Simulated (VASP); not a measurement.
ZrC2, 6 atoms in the cell. The structure is tetragonal, space group P4/nmm (No. 129). The conventional cell has a = 3.215 Å, b = 3.215 Å, c = 6.385 Å, α = 90.00°, β = 90.00°, γ = 90.00°. Zr (site symmetry 4mm) has 9 C at 2.30 to 2.45 Å within 3.0 Å. Within 3.0 Å of C (site symmetry 4mm) lie 5 Zr at 2.30 to 2.35 Å and 4 C at 2.71 Å. Within 3.0 Å of C (site symmetry -4m2) lie 8 C at 2.27 to 2.71 Å and 4 Zr at 2.45 Å. 

```yaml
Program: VASP 6.6.1
Task: relaxation of cell and atoms
Functional: PBE
Potentials_or_basis: VASP PAW PBE potentials, release 64 (Zr_sv, C)
Cutoff: 600 eV
k_mesh: 12 × 12 × 6
Occupations: gaussian, width 0.1 eV
Spin: no spin polarisation
Dipole_correction: no
Further_INCAR_settings: ALGO = Normal; EDIFF = 1e-07; IBRION = 2; EDIFFG = -0.01; NSW = 100; ISIF = 3
```

Potentials or basis: VASP PAW PBE potentials, release 64 (Zr_sv, C).

The run is started by

```bash
$ cat potpaw_PBE.64/Zr_sv/POTCAR potpaw_PBE.64/C/POTCAR > POTCAR
$ mpirun -np 1 vasp_std > vasp.out
```

Hardware: 1 thread of AMD EPYC 9R45 96-Core Processor (Zen 5), with other jobs on the host.

Problem. Estimate the wall time of this run.

Solution. It took 7.7 min on 1 thread of AMD EPYC 9R45 96-Core Processor (Zen 5), with other jobs on the host, peak memory 0.3 GiB. Counts: scf iterations 50, k points 112, ion steps 5.
